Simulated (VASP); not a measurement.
# NaB3 in VASP: notebook

Runs on NaB3. Level: PBE. Tasks: single point, relaxation of cell and atoms.

Program: VASP 6.6.1. These are calculated values, not measurements. Logs are shortened: lines on timing, memory, paths and dates and some standing lists are left out, and cuts for length are marked.

**1. The cell of the first run**

It takes space group Pm-3m (No. 221, cubic). The conventional cell has a = 3.295 Å, b = 3.295 Å, c = 3.295 Å, α = 90.00°, β = 90.00°, γ = 90.00°. Within 3.1 Å of Na (site symmetry m-3m) lie 12 B at 2.33 Å. B (site symmetry 4/mmm) has 4 Na at 2.33 Å and 8 B at 2.33 Å within 3.1 Å.

**2. Single point, PBE**

Contents of INCAR:

```
ALGO = Normal ; EDIFF = 1E-6
ENCUT = 520 ; GGA = PE
ISIF = 2 ; ISMEAR = 0
LASPH = True ; LCHARG = False
LREAL = False ; LWAVE = False
NBANDS = 16 ; NELM = 100
PREC = Accurate ; SIGMA = 0.1
```

Contents of KPOINTS:

```
k-points
0
Gamma
  14 14 14
```

Contents of POSCAR:

```
NaB3
1.0
    3.2954935762      0.0000000000      0.0000000000
    0.0000000000      3.2954935762      0.0000000000
    0.0000000000      0.0000000000      3.2954935762
Na B
1 3
Direct
    0.0000000000      0.0000000000      0.0000000000
    0.0000000000      0.5000000000      0.5000000000
    0.5000000000      0.0000000000      0.5000000000
    0.5000000000      0.5000000000      0.0000000000
```

Potentials or basis: VASP PAW PBE potentials, release 64 (Na_pv, B).

The run is started by

```
$ cat potpaw_PBE.64/Na_pv/POTCAR potpaw_PBE.64/B/POTCAR > POTCAR
$ mpirun -np 1 vasp_std > vasp.out
```

OUTCAR:

```text
EDIFF = 1E-6
   ENCUT = 520
   GGA = PE
   ISIF = 2
   ISMEAR = 0
   LASPH = True
   LREAL = False
   NELM = 100
   PREC = Accurate

 ion  position               nearest neighbor table
   1  0.000  0.000  0.000-   2 2.33   3 2.33   4 2.33   2 2.33   3 2.33   2 2.33   4 2.33   2 2.33
                             3 2.33   4 2.33   3 2.33   4 2.33
   2  0.000  0.500  0.500-   1 2.33   1 2.33   1 2.33   1 2.33
   3  0.500  0.000  0.500-   1 2.33   1 2.33   1 2.33   1 2.33
   4  0.500  0.500  0.000-   1 2.33   1 2.33   1 2.33   1 2.33

  LATTYP: Found a simple cubic cell.
 ALAT       =     3.2954935762

  Lattice vectors:

 A1 = (   3.2954935762,   0.0000000000,   0.0000000000)
 A2 = (   0.0000000000,   3.2954935762,   0.0000000000)
 A3 = (   0.0000000000,   0.0000000000,   3.2954935762)

Analysis of symmetry for initial positions (statically):
=====================================================================
 Subroutine PRICEL returns:
 Original cell was already a primitive cell.

 Routine SETGRP: Setting up the symmetry group for a
 simple cubic supercell.

 Subroutine GETGRP returns: Found 48 space group operations
 (whereof 48 operations were pure point group operations)
 out of a pool of 48 trial point group operations.

The static configuration has the point symmetry O_h .

Analysis of symmetry for dynamics (positions and initial velocities):
=====================================================================
 Subroutine PRICEL returns:
 Original cell was already a primitive cell.

 Routine SETGRP: Setting up the symmetry group for a
 simple cubic supercell.

 Subroutine GETGRP returns: Found 48 space group operations
 (whereof 48 operations were pure point group operations)
 out of a pool of 48 trial point group operations.

The dynamic configuration has the point symmetry O_h .

 Subroutine INISYM returns: Found 48 space group operations
 (whereof 48 operations are pure point group operations),
 and found     1 'primitive' translations

----------------------------------------------------------------------------------------

                                     Primitive cell

  volume of cell :      35.7900

  direct lattice vectors                    reciprocal lattice vectors
     3.295493576  0.000000000  0.000000000     0.303444682  0.000000000  0.000000000
     0.000000000  3.295493576  0.000000000     0.000000000  0.303444682  0.000000000
     0.000000000  0.000000000  3.295493576     0.000000000  0.000000000  0.303444682

  length of vectors
     3.295493576  3.295493576  3.295493576     0.303444682  0.303444682  0.303444682

  position of ions in fractional coordinates (direct lattice)
     0.000000000  0.000000000  0.000000000
     0.000000000  0.500000000  0.500000000
     0.500000000  0.000000000  0.500000000
     0.500000000  0.500000000  0.000000000

  ion indices of the primitive-cell ions
   primitive index   ion index
                 1           1
                 2           2
                 3           3
                 4           4

----------------------------------------------------------------------------------------

 KPOINTS: k-points

Automatic generation of k-mesh.
 Grid dimensions read from file:
 generate k-points for:   14   14   14

 Generating k-lattice:

  Cartesian coordinates                     Fractional coordinates (reciprocal lattice)
     0.021674620  0.000000000  0.000000000     0.071428571  0.000000000  0.000000000
     0.000000000  0.021674620  0.000000000     0.000000000  0.071428571  0.000000000
     0.000000000  0.000000000  0.021674620     0.000000000  0.000000000  0.071428571

  Length of vectors
     0.021674620  0.021674620  0.021674620

  Shift w.r.t. Gamma in fractional coordinates (k-lattice)
     0.000000000  0.000000000  0.000000000

 Subroutine IBZKPT returns following result:
 ===========================================

 Found    120 irreducible k-points:

 Following reciprocal coordinates:
            Coordinates               Weight
  0.000000  0.000000  0.000000      1.000000
  0.071429  0.000000  0.000000      6.000000
  0.142857  0.000000  0.000000      6.000000
  0.214286  0.000000  0.000000      6.000000
  0.285714  0.000000  0.000000      6.000000
  0.357143  0.000000  0.000000      6.000000
[... 16 lines left out ...]
  0.285714  0.214286  0.000000     24.000000
  0.357143  0.214286  0.000000     24.000000
 [... further k-points ...]
   k-points           NKPTS =    120   k-points in BZ     NKDIM =    120   number of bands    NBANDS=     16
   number of dos      NEDOS =    301   number of ions     NIONS =      4
   total plane-waves  NPLWV =  21952
   dimension x,y,z NGX =    28 NGY =   28 NGZ =   28
   dimension x,y,z NGXF=    56 NGYF=   56 NGZF=   56
   ions per type =               1   3
   NGX,Y,Z   is equivalent  to a cutoff of  14.13, 14.13, 14.13 a.u.
   NGXF,Y,Z  is equivalent  to a cutoff of  28.25, 28.25, 28.25 a.u.
 SYSTEM =  unknown system
[... 32 lines left out ...]
  Thomas-Fermi vector in A             =   2.385710
   LORBIT       =      0    0 simple, 1 ext, 2 COOP (PROOUT), +10 PAW based schemes
   GGA     = PE    functional components
   LHFCALC =     F    Hartree Fock is set to
   AEXX    =    0.0000 exact exchange contribution
   IVDW    =     0    specifies the selected vdW correction
   LEPSILON=     F    determine dielectric tensor
   LRPA    =     F    only Hartree local field effects (RPA)
 non-spin polarized calculation
 Gauss-broadening in eV      SIGMA  =   0.10
  energy-cutoff  :      520.00
  volume of cell :       35.79
 maximum number of plane-waves:       992
 NGX is ok and might be reduce to    28
   NGX = 13   NGY = 13   NGZ = 13

 number of electron      15.9999994 magnetization

 Free energy of the ion-electron system (eV)
  ---------------------------------------------------
  ext. energy  EPLUGINS =         0.00000000
  ---------------------------------------------------
  free energy    TOTEN  =       -14.10813516 eV

  energy without entropy =      -14.10345195  energy(sigma->0) =      -14.10579356

 E-fermi :   5.4190     XC(G=0): -11.4146

 val. band max:        5.4096585359   @ k =   0.3571   0.2857   0.2143
 cond. band min:       5.4192677918   @ k =   0.2857   0.0000   0.0000
 fundamental gap:      0.0096092559
 Fermi energy:         5.4190323959

 k-point     1 :       0.0000    0.0000    0.0000
  band No.  band energies     occupation
      1     -17.2751      2.00000
      2     -17.2751      2.00000
      3     -17.2751      2.00000
      4      -7.0832      2.00000
      5       2.8436      2.00000
      6       2.8436      2.00000
[... 8 lines left out ...]
     15      14.2281      0.00000
     16      14.2281      0.00000

 k-point     2 :       0.0714    0.0000    0.0000
  band No.  band energies     occupation
      1     -17.2832      2.00000
      2     -17.2741      2.00000
      3     -17.2741      2.00000
      4      -7.0191      2.00000
      5       2.2334      2.00000
      6       2.8906      2.00000
[... 8 lines left out ...]
     15      14.0686      0.00000
     16      14.1854      0.00000

 k-point     3 :       0.1429    0.0000    0.0000
  band No.  band energies     occupation
      1     -17.3058      2.00000
      2     -17.2713      2.00000
      3     -17.2713      2.00000
      4      -6.8285      2.00000
      5       1.1541      2.00000
      6       3.0298      2.00000
[... 8 lines left out ...]
     15      13.7381      0.00000
     16      14.2182      0.00000

 k-point     4 :       0.2143    0.0000    0.0000
  band No.  band energies     occupation
      1     -17.3380      2.00000
      2     -17.2671      2.00000
      3     -17.2671      2.00000
      4      -6.5164      2.00000
      5       0.0277      2.00000
      6       3.2547      2.00000
[... 8 lines left out ...]
     15      13.4401      0.00000
     16      14.8593      0.00000
[... 324 lines left out ...]
 k-point    22 :       0.2143    0.2143    0.0000
  band No.  band energies     occupation
      1     -17.3326      2.00000
      2     -17.3232      2.00000
      3     -17.2596      2.00000
      4      -5.9730      2.00000
      5       0.3457      2.00000
      6       0.6402      2.00000
[... 8 lines left out ...]
     15      14.1898      0.00000
     16      15.9747      0.00000

 k-point    23 :       0.2857    0.2143    0.0000
  band No.  band energies     occupation
      1     -17.3626      2.00000
      2     -17.3215      2.00000
      3     -17.2553      2.00000
      4      -5.5657      2.00000
      5      -0.5901      2.00000
      6       0.8397      2.00000
[... 8 lines left out ...]
     15      14.0819      0.00000
     16      17.0436      0.00000

 k-point    24 :       0.3571    0.2143    0.0000
  band No.  band energies     occupation
      1     -17.3928      2.00000
      2     -17.3167      2.00000
      3     -17.2513      2.00000
      4      -5.0679      2.00000
      5      -1.5655      2.00000
      6       1.2301      2.00000
[... 8 lines left out ...]
     15      13.7524      0.00000
     16      18.3803      0.00000

 [... further k-points ...]
[... 5 lines left out ...]
  --------------------------------------------------------------------------------------
  -------------------------------------------------------------------------------------
  Total        0.0759756      0.0759756      0.0759756     -0.0000000      0.0000000      0.0000000
  in kB        3.4011323      3.4011323      3.4011323     -0.0000000      0.0000000      0.0000000
  external PRESSURE =       3.4011323 kB  Pullay stress =       0.0000000 kB

 VOLUME and BASIS-vectors are now :
 -----------------------------------------------------------------------------
  energy-cutoff  :      520.00
  volume of cell :       35.79
      direct lattice vectors                 reciprocal lattice vectors
     3.295493576  0.000000000  0.000000000     0.303444682  0.000000000  0.000000000
     0.000000000  3.295493576  0.000000000     0.000000000  0.303444682  0.000000000
     0.000000000  0.000000000  3.295493576     0.000000000  0.000000000  0.303444682

 POSITION                                       TOTAL-FORCE (eV/Angst)
 -----------------------------------------------------------------------------------
      0.00000      0.00000      0.00000         0.000000      0.000000      0.000000
      0.00000      1.64775      1.64775         0.000000      0.000000      0.000000
      1.64775      0.00000      1.64775         0.000000      0.000000      0.000000
      1.64775      1.64775      0.00000         0.000000      0.000000      0.000000
 -----------------------------------------------------------------------------------
    total drift:                               -0.000000     -0.000000     -0.000000

  FREE ENERGIE OF THE ION-ELECTRON SYSTEM (eV)
  ---------------------------------------------------
  free  energy   TOTEN  =       -14.1081351580 eV

  energy  without entropy=      -14.1034519533  energy(sigma->0) =      -14.10579356
```

It took 30 s on 1 thread of Intel Xeon Platinum 8488C (Sapphire Rapids), shared host; peak memory 0.19 GiB.

Results:

| Quantity | Value |
| --- | --- |
| Free energy | -14.1081 eV |
| Pressure | 0.3 GPa |
| Band gap on the k mesh | zero (band 8 reaches 7.26 eV, above the bottom of band 9 at 1.82 eV) |

**3. Relaxation of cell and atoms, PBE**

This run uses another cell than the first one, of 8.97 Å³/atom, 1.002 times its volume.

Contents of INCAR:

```
SYSTEM = NaB3
ALGO = Normal ; EDIFF = 1E-7
EDIFFG = -0.01 ; ENCUT = 600
GGA = PE ; IBRION = 2
ISIF = 3 ; ISMEAR = 0
LASPH = .True. ; LCHARG = .False.
LREAL = .False. ; LWAVE = .False.
NELM = 100 ; NSW = 100
PREC = Accurate ; SIGMA = 0.1
```

Contents of KPOINTS:

```
k-points
0
Gamma
  14 14 14
  0 0 0
```

Contents of POSCAR:

```
NaB3
1.0
    3.2978900714      0.0000000000      0.0000000000
    0.0000000000      3.2978900714      0.0000000000
    0.0000000000      0.0000000000      3.2978900714
Na B
1 3
Direct
    0.0000000000      0.0000000000      0.0000000000
    0.0000000000      0.5000000000      0.5000000000
    0.5000000000      0.0000000000      0.5000000000
    0.5000000000      0.5000000000      0.0000000000
```

Potentials or basis: VASP PAW PBE potentials, release 64 (Na_pv, B).

The run is started by

```
$ cat potpaw_PBE.64/Na_pv/POTCAR potpaw_PBE.64/B/POTCAR > POTCAR
$ mpirun -np 1 vasp_std > vasp.out
```

It took 29 s on 1 thread of Intel Xeon Platinum 8488C (Sapphire Rapids), shared host; peak memory 0.19 GiB.

Results (log left out):

```
Free energy             : -14.1093 eV
Pressure after relaxing : 0.1 GPa
Band gap on the k mesh  : zero (band 8 reaches 7.23 eV, above the bottom of band 9 at 1.81 eV)
```

Final structure:
```
CELL_PARAMETERS angstrom
3.29789 0.00000 0.00000
0.00000 3.29789 0.00000
0.00000 0.00000 3.29789
ATOMIC_POSITIONS crystal
Na 0.00000 0.00000 0.00000
B 0.00000 0.50000 0.50000
B 0.50000 0.00000 0.50000
B 0.50000 0.50000 0.00000
```

Levels at points of the mesh, in eV from the Fermi level:
| k point | band 6 | band 7 | band 8 | band 9 | band 10 | band 11 |
| --- | --- | --- | --- | --- | --- | --- |
| (0.00, 0.00, 0.00) | -2.57 | -2.57 | -0.69 | -0.69 | 4.94 | 4.94 |
| (0.50, 0.00, 0.00) | -1.10 | -1.10 | 1.32 | 1.38 | 1.76 | 1.76 |
| (0.50, 0.50, 0.00) | -6.60 | -4.64 | 1.82 | 1.82 | 1.97 | 3.61 |
| (0.50, 0.50, 0.50) | -4.66 | -4.66 | -3.59 | -3.59 | -3.59 | 7.41 |

Caveat: the relaxation stopped at its first step, so nothing moved.

**4. Single point, PBE**

This run uses another cell than the first one, of 8.97 Å³/atom, 1.002 times its volume.

Contents of INCAR:

```
PREC = Accurate
ENCUT = 520
EDIFF = 1E-6
ISMEAR = 0
SIGMA = 0.1
LREAL = F
LASPH = T
NELM = 100
ALGO = Normal
ISIF = 2
LWAVE = F
LCHARG = F
GGA = PE
NBANDS = 16
```

Contents of KPOINTS:

```
regular mesh
0
Gamma
  6 6 6
```

Contents of POSCAR:

```
NaB3
1.0
    3.2985390991      0.0000000000      0.0000000000
    0.0000000000      3.2985390991      0.0000000000
    0.0000000000      0.0000000000      3.2965920159
Na B
1 3
Direct
    0.0000000000      0.0000000000      0.0000000000
    0.0000000000      0.5000000000      0.5000000000
    0.5000000000      0.0000000000      0.5000000000
    0.5000000000      0.5000000000      0.0000000000
```

The run is started by

```
$ cat potpaw_PBE.64/Na_pv/POTCAR potpaw_PBE.64/B/POTCAR > POTCAR
$ mpirun -np 1 vasp_std > vasp.out
```

It took 10 s on 1 thread of Intel Xeon Platinum 8488C (Sapphire Rapids), shared host; peak memory 0.16 GiB.

It converged, with:

```yaml
Free_energy: -13.9973 eV
Pressure: 0.2 GPa
Band_gap_on_the_k_mesh: zero (band 8 reaches 7.42 eV, above the bottom of band 9 at 1.81 eV)
```

Stress tensor (GPa, compression positive):
```
0.12 0.00 0.00
0.00 0.12 0.00
0.00 0.00 0.24
```

Levels at points of the mesh, in eV from the Fermi level:
| k point | band 4 | band 5 | band 6 | band 7 | band 8 | band 9 | band 10 | band 11 | band 12 | band 13 |
| --- | --- | --- | --- | --- | --- | --- | --- | --- | --- | --- |
| (0.00, 0.00, 0.00) | -12.55 | -2.64 | -2.64 | -2.63 | -0.76 | -0.75 | 4.88 | 4.88 | 4.88 | 7.16 |
| (0.50, 0.00, 0.00) | -10.13 | -8.84 | -1.17 | -1.16 | 1.26 | 1.32 | 1.70 | 1.70 | 3.83 | 6.19 |
| (0.50, 0.50, 0.00) | -8.31 | -6.66 | -6.66 | -4.71 | 1.76 | 1.76 | 1.91 | 3.55 | 4.81 | 4.81 |
| (0.00, 0.00, 0.50) | -10.13 | -8.83 | -1.17 | -1.17 | 1.26 | 1.31 | 1.70 | 1.70 | 3.83 | 6.19 |
| (0.50, 0.00, 0.50) | -8.30 | -6.66 | -6.66 | -4.71 | 1.76 | 1.76 | 1.90 | 3.53 | 4.80 | 4.80 |
| (0.50, 0.50, 0.50) | -6.06 | -4.73 | -4.73 | -4.72 | -3.66 | -3.66 | -3.66 | 7.35 | 9.44 | 9.45 |

**5. Relaxation of cell and atoms, PBE**

This run uses another cell than the first one, of 10.30 Å³/atom, 1.151 times its volume.

Contents of INCAR:

```
ALGO     = Normal         # electronic algorithm
EDIFF    = 1E-7           # SCF threshold, eV
EDIFFG   = -0.04          # ionic threshold
ENCUT    = 600            # plane-wave cutoff, eV
GGA      = PE             # functional
IBRION   = 2              # ionic algorithm
ISIF     = 3              # what is computed and relaxed
ISMEAR   = 0              # smearing method
LASPH    = True           # aspherical terms in the spheres
LCHARG   = False          # write CHGCAR
LREAL    = False          # projectors in reciprocal space
LWAVE    = False          # write WAVECAR
NELM     = 100            # most SCF steps
NSW      = 90             # ionic steps
PREC     = Accurate       # precision mode
SIGMA    = 0.1            # smearing width, eV
```

Contents of KPOINTS:

```
k-points
0
Gamma
  6 6 6
```

Contents of POSCAR:

```
NaB3
1.0
    3.4824699000      0.0000000000      0.0000000000
    0.0000000000      3.4824699000      0.0000000000
    0.0000000000      0.0000000000      3.3972046100
Na B
1 3
Direct
    0.0000000000      0.0000000000      0.0000000000
    0.0000000000      0.5000000000      0.5000000000
    0.5000000000      0.0000000000      0.5000000000
    0.5000000000      0.5000000000      0.0000000000
```

The run is started by

```
$ cat potpaw_PBE.64/Na_pv/POTCAR potpaw_PBE.64/B/POTCAR > POTCAR
$ mpirun -np 1 vasp_std > vasp.out
```

It took 41 s on 1 thread of Intel Xeon Platinum 8488C (Sapphire Rapids), shared host; peak memory 0.16 GiB.

Results (log left out):

```yaml
Free_energy: -14.0008 eV
Relaxed_volume: 8.98 Å³/atom
Relaxed_cell: a = 3.299 Å, b = 3.299 Å, c = 3.299 Å, α = 90.00°, β = 90.00°, γ = 90.00°
Space_group_after_relaxing_to_0.05_Å: Pm-3m (No. 221)
Energy_gained_by_relaxing: 53.3 meV/atom
Ionic_steps: 6
Pressure_after_relaxing: 0.1 GPa
Band_gap_on_the_k_mesh: zero (band 8 reaches 7.41 eV, above the bottom of band 9 at 1.80 eV)
```

Step by step:
```csv
step,energy change (eV),largest force (eV/Å),pressure (GPa),volume (Å³)
1,0.0000,0.0000,-10.81,41.20
2,-0.1955,0.0000,-3.58,37.19
3,-0.2112,0.0000,-0.15,35.98
4,-0.2113,0.0000,0.20,35.88
5,-0.2130,0.0000,0.11,35.89
6,-0.2134,0.0000,0.07,35.90
```

Final structure:
```xyz
4
Lattice="3.2988 0.0000 0.0000 0.0000 3.2988 0.0000 0.0000 0.0000 3.2992" Properties=species:S:1:pos:R:3 pbc="T T T"
Na    0.0000    0.0000    0.0000
B     3.2988    1.6494    1.6496
B     1.6494    0.0000    1.6496
B     1.6494    1.6494    0.0000
```

Levels at points of the mesh, in eV from the Fermi level:
```tsv
k point	band 4	band 5	band 6	band 7	band 8	band 9	band 10	band 11	band 12
(0.00, 0.00, 0.00)	-12.55	-2.64	-2.63	-2.63	-0.76	-0.76	4.88	4.88	4.88
(0.50, 0.00, 0.00)	-10.12	-8.83	-1.17	-1.17	1.26	1.31	1.70	1.70	3.83
(0.50, 0.50, 0.00)	-8.30	-6.66	-6.66	-4.70	1.76	1.76	1.90	3.53	4.79
(0.00, 0.00, 0.50)	-10.12	-8.83	-1.17	-1.17	1.26	1.31	1.70	1.70	3.83
(0.50, 0.00, 0.50)	-8.30	-6.66	-6.66	-4.70	1.76	1.76	1.90	3.53	4.79
(0.50, 0.50, 0.50)	-6.06	-4.72	-4.72	-4.72	-3.66	-3.66	-3.66	7.34	9.44
```

**6. Summary**

| task | cell | k mesh | cutoff (eV) | gap on the mesh (eV) | pressure (GPa) |
| --- | --- | --- | --- | --- | --- |
| single point | a = 3.295 Å, 4 atoms | 14 × 14 × 14 | 520 | none | 0.3 |
| relaxation of cell and atoms | relaxed from a = 3.298 Å, 4 atoms | 14 × 14 × 14 | 600 | none | 0.1 |
| single point | a = 3.299, b = 3.299, c = 3.297 Å, 4 atoms | 6 × 6 × 6 | 520 | none | 0.2 |
| relaxation of cell and atoms | relaxed from a = 3.482, b = 3.482, c = 3.397 Å, 4 atoms | 6 × 6 × 6 | 600 | none | 0.1 |

Alike in all rows: level PBE; potentials or basis VASP PAW PBE potentials, release 64 (Na_pv, B); no spin polarisation; smearing gaussian 0.1 eV.

Caveats: the relaxation stopped at its first step, so nothing moved (some runs).

Total energies depend on the potentials used, so only differences within one code and one set of settings carry meaning.
